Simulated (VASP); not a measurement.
# Ag (R3m) in VASP: single point with PBEsol

Aim: the single point of Ag with PBEsol.

Everything below comes from runs of VASP 6.6.1. Logs are shortened: lines on timing, memory, paths and dates and some standing lists are left out, and cuts for length are marked.

## 1. The cell of the first run

It takes space group R3m (No. 160, trigonal). The conventional cell has a = 9.366 Å, b = 9.366 Å, c = 5.735 Å, α = 90.00°, β = 90.00°, γ = 120.00°. Within 3.3 Å of Ag (site symmetry 3m) lie 11 Ag at 2.53 to 3.21 Å. Ag (site symmetry m) has 14 Ag at 2.77 to 3.31 Å within 3.7 Å. Within 3.8 Å of Ag (site symmetry m) lie 14 Ag at 2.87 to 3.52 Å. Within 3.4 Å of Ag (site symmetry 3m) lie 14 Ag at 2.53 to 3.31 Å.

## 2. Single point, PBEsol (atom 1 (Ag) moved +0.338 Å along Cartesian [1 1 1])

INCAR reads:

```
SYSTEM = Ag
ALGO = Fast
EDIFF = 1E-6
ENCUT = 520
GGA = PS
ISIF = 2
ISMEAR = 0
LASPH = .TRUE.
LCHARG = .FALSE.
LREAL = .FALSE.
LWAVE = .FALSE.
NBANDS = 54
NELM = 60
PREC = Accurate
SIGMA = 0.15
```

KPOINTS reads:

```
k-points
0
G
  10 10 10
  0 0 0
```

POSCAR reads:

```
Ag
1.0
    3.3113080000      3.3113080000     -3.3113080000
    3.3113080000     -3.3113080000      3.3113080000
   -3.3113080000     -3.3113080000     -3.3113080000
Ag
8
Direct
    0.0000000000      0.0000000000      0.4411544574
    0.5000000000      0.0000000000      0.5000000000
    0.0000000000      0.5000000000      0.5000000000
    0.5000000000      0.5000000000      0.5000000000
    0.0000000000      0.0000000000      0.0000000000
    0.5000000000      0.0000000000      0.0000000000
    0.0000000000      0.5000000000      0.0000000000
    0.5000000000      0.5000000000      0.0000000000
```

Potentials or basis: VASP PAW PBE potentials, release 64 (Ag).

Launch:

```console
cat potpaw_PBE.64/Ag/POTCAR > POTCAR
mpirun -np 1 vasp_std > vasp.out
```

OUTCAR:

```text
SYSTEM = Ag
   EDIFF = 1E-6
   ENCUT = 520
   GGA = PS
   ISIF = 2
   ISMEAR = 0
   LASPH = .TRUE.
   LREAL = .FALSE.
   NELM = 60
   PREC = Accurate

 ion  position               nearest neighbor table
   1  0.000  0.000  0.441-   5 2.53   3 2.77   2 2.77   8 2.77   3 3.00   2 3.00   8 3.00   4 3.13
                             6 3.13   7 3.13   5 3.21   6 3.52   4 3.52   7 3.52
   2  0.500  0.000  0.500-   1 2.77   6 2.87   7 2.87   6 2.87   4 2.87   4 2.87   7 2.87   1 3.00
                             5 3.31   8 3.31   8 3.31   5 3.31   3 3.31   3 3.31
   3  0.000  0.500  0.500-   1 2.77   6 2.87   7 2.87   7 2.87   4 2.87   4 2.87   6 2.87   1 3.00
                             5 3.31   5 3.31   8 3.31   8 3.31   2 3.31   2 3.31
   4  0.500  0.500  0.500-   2 2.87   3 2.87   5 2.87   8 2.87   8 2.87   2 2.87   3 2.87   5 2.87
                             1 3.13   7 3.31   7 3.31   6 3.31   6 3.31   1 3.52
   5  0.000  0.000  0.000-   1 2.53   4 2.87   6 2.87   7 2.87   7 2.87   6 2.87   4 2.87   1 3.21
                             2 3.31   3 3.31   8 3.31   2 3.31   8 3.31   3 3.31
   6  0.500  0.000  0.000-   2 2.87   3 2.87   5 2.87   8 2.87   2 2.87   8 2.87   5 2.87   3 2.87
                             1 3.13   4 3.31   7 3.31   7 3.31   4 3.31   1 3.52
   7  0.000  0.500  0.000-   2 2.87   3 2.87   5 2.87   8 2.87   3 2.87   5 2.87   8 2.87   2 2.87
                             1 3.13   6 3.31   4 3.31   6 3.31   4 3.31   1 3.52
   8  0.500  0.500  0.000-   1 2.77   4 2.87   6 2.87   7 2.87   4 2.87   6 2.87   7 2.87   1 3.00
                             3 3.31   2 3.31   2 3.31   3 3.31   5 3.31   5 3.31

  LATTYP: Found a body centered cubic cell.
 ALAT       =     6.6226160000

  Lattice vectors:

 A1 = (   3.3113080000,   3.3113080000,  -3.3113080000)
 A2 = (   3.3113080000,  -3.3113080000,   3.3113080000)
 A3 = (  -3.3113080000,  -3.3113080000,  -3.3113080000)

Analysis of symmetry for initial positions (statically):
=====================================================================
 Subroutine PRICEL returns:
 Original cell was already a primitive cell.

 Routine SETGRP: Setting up the symmetry group for a
 body centered cubic supercell.

 Subroutine GETGRP returns: Found  6 space group operations
 (whereof  6 operations were pure point group operations)
 out of a pool of 48 trial point group operations.

The static configuration has the point symmetry C_3v.

Analysis of symmetry for dynamics (positions and initial velocities):
=====================================================================
 Subroutine PRICEL returns:
 Original cell was already a primitive cell.

 Routine SETGRP: Setting up the symmetry group for a
[... 128 lines left out ...]
   PSTRESS=    0.0 pullay stress
   NELECT =      88.0000    total number of electrons
   NUPDOWN=      -1.0000    fix difference up-down
   EMIN   =  10.00;   EMAX   =-10.00  energy-range for DOS
   EFERMI =   0.00;   METHOD = LEGACY
   ISMEAR =     0;   SIGMA  =   0.15  broadening in eV -4-tet -1-fermi 0-gaus
   EFERMI_NEDOS =   21; number of points for ismear=-14 and -15
   IALGO  =     68    algorithm
   IMIX   =      4    mixing-type and parameters
     AMIX     =   0.40;   BMIX     =  1.00
     AMIX_MAG =   1.60;   BMIX_MAG =  1.00
  volume/ion in A,a.u.               =      18.15       122.51
  Fermi-wavevector in a.u.,A,eV,Ry     =   1.385318  2.617871 26.111022  1.919106
  Thomas-Fermi vector in A             =   2.509739
   LORBIT       =      0    0 simple, 1 ext, 2 COOP (PROOUT), +10 PAW based schemes
   GGA     = PS    functional components
   LHFCALC =     F    Hartree Fock is set to
   AEXX    =    0.0000 exact exchange contribution
   IVDW    =     0    specifies the selected vdW correction
   LEPSILON=     F    determine dielectric tensor
   LRPA    =     F    only Hartree local field effects (RPA)
 non-spin polarized calculation
 RMM-DIIS sequential band-by-band and
 Gauss-broadening in eV      SIGMA  =   0.15
  energy-cutoff  :      520.00
  volume of cell :      145.23
 maximum number of plane-waves:      3945
 NGX is ok and might be reduce to    48
   NGX = 21   NGY = 21   NGZ = 21

 number of electron      88.0000011 magnetization

 Free energy of the ion-electron system (eV)
  ---------------------------------------------------
  ext. energy  EPLUGINS =         0.00000000
  ---------------------------------------------------
  free energy    TOTEN  =       -25.64086110 eV

  energy without entropy =      -25.60078199  energy(sigma->0) =      -25.62082154

 E-fermi :   7.3964     XC(G=0): -12.0317

 val. band max:        7.3926172129   @ k =   0.1000   0.1000   0.0000
 cond. band min:       7.3977470465   @ k =   0.1000   0.0000   0.0000
 fundamental gap:      0.0051298336
 Fermi energy:         7.3964339453

 k-point     1 :       0.0000    0.0000    0.0000
  band No.  band energies     occupation
      1       0.0146      2.00000
      2       1.3139      2.00000
      3       1.3139      2.00000
      4       1.3421      2.00000
      5       1.3634      2.00000
      6       1.3634      2.00000
[... 1357 lines left out ...]
     53      14.7460      0.00000
     54      14.8753      0.00000

 [... further k-points ...]

------------------------ aborting loop because EDIFF is reached ----------------------------------------

  FORCE on cell =-STRESS in cart. coord.  units (eV):
  Direction    XX          YY          ZZ          XY          YZ          ZX
  --------------------------------------------------------------------------------------
  -------------------------------------------------------------------------------------
  Total       -5.4480496     -5.4480496     -5.4480496      0.6937170      0.6937170      0.6937170
  in kB      -60.1025512    -60.1025512    -60.1025512      7.6530436      7.6530436      7.6530436
  external PRESSURE =     -60.1025512 kB  Pullay stress =       0.0000000 kB

 VOLUME and BASIS-vectors are now :
 -----------------------------------------------------------------------------
  energy-cutoff  :      520.00
  volume of cell :      145.23
      direct lattice vectors                 reciprocal lattice vectors
     3.311308000  3.311308000 -3.311308000     0.150997733  0.000000000 -0.150997733
     3.311308000 -3.311308000  3.311308000     0.150997733 -0.150997733  0.000000000
    -3.311308000 -3.311308000 -3.311308000     0.000000000 -0.150997733 -0.150997733

 POSITION                                       TOTAL-FORCE (eV/Angst)
 -----------------------------------------------------------------------------------
     -1.46080     -1.46080     -1.46080        -0.985545     -0.985545     -0.985545
      0.00000      0.00000     -3.31131         0.162726      0.162726     -0.218504
      0.00000     -3.31131      0.00000         0.162726     -0.218504      0.162726
      1.65565     -1.65565     -1.65565         0.021493     -0.000645     -0.000645
      0.00000      0.00000      0.00000         0.858394      0.858394      0.858394
      1.65565      1.65565     -1.65565        -0.000645     -0.000645      0.021493
      1.65565     -1.65565      1.65565        -0.000645      0.021493     -0.000645
      3.31131      0.00000      0.00000        -0.218504      0.162726      0.162726
 -----------------------------------------------------------------------------------
    total drift:                                0.000061      0.000061      0.000061

  FREE ENERGIE OF THE ION-ELECTRON SYSTEM (eV)
  ---------------------------------------------------
  free  energy   TOTEN  =       -25.6408611000 eV

  energy  without entropy=      -25.6007819877  energy(sigma->0) =      -25.62082154
```

stdout:

```text
POSCAR found type information on POSCAR Ag
 POSCAR found :  1 types and       8 ions
 scaLAPACK will be used
 -----------------------------------------------------------------------------
|                                                                             |
|                                                                             |
|     You enforced a specific xc type in the INCAR file but a different       |
|     I HOPE YOU KNOW WHAT YOU ARE DOING!                                     |
|                                                                             |
 -----------------------------------------------------------------------------

 LDA part: xc-table for (Slater+PW92), standard interpolation
 POSCAR, INCAR and KPOINTS ok, starting setup
 FFT: planning ... GRIDC
 FFT: planning ... GRID_SOFT
 FFT: planning ... GRID
 WAVECAR not read
 entering main loop
```

Run time: 10 min. Hardware: 1 thread of Intel Xeon 6975P-C (Granite Rapids), shared host; peak memory 0.74 GiB.

What came out:

| Property | Result |
| --- | --- |
| Free energy | -25.6409 eV |
| Pressure | -6.0 GPa |
| Largest force | 1.707 eV/Å |
| Band gap on the k mesh | zero (bands 44 and 45 overlap by 2.20 eV) |

Forces in eV/Å, atoms in the order of the input:
```
Ag  -0.986 -0.986 -0.986
Ag   0.163  0.163 -0.219
Ag   0.163 -0.219  0.163
Ag   0.021 -0.001 -0.001
Ag   0.858  0.858  0.858
Ag  -0.001 -0.001  0.021
Ag  -0.001  0.021 -0.001
Ag  -0.219  0.163  0.163
```

Levels at points of the mesh, in eV from the Fermi level:
| k point | band 42 | band 43 | band 44 | band 45 | band 46 | band 47 |
| --- | --- | --- | --- | --- | --- | --- |
| (0.00, 0.00, 0.00) | 0.02 | 0.02 | 0.03 | 0.06 | 0.10 | 0.10 |
| (0.50, 0.00, 0.00) | -2.61 | 0.06 | 0.19 | 0.24 | 0.37 | 3.17 |
| (0.00, 0.00, 0.50) | -2.64 | 0.11 | 0.18 | 0.23 | 0.30 | 3.09 |
| (0.50, 0.50, 0.50) | -1.99 | -1.96 | -1.71 | -1.71 | -1.71 | 5.27 |

Caveat: the cell differs from its parent crystal (atom 1 (Ag) moved +0.338 Å along Cartesian [1 1 1]); the cell stands under tension; the PAW data sets were made with another functional, which shifts forces and pressure a little.
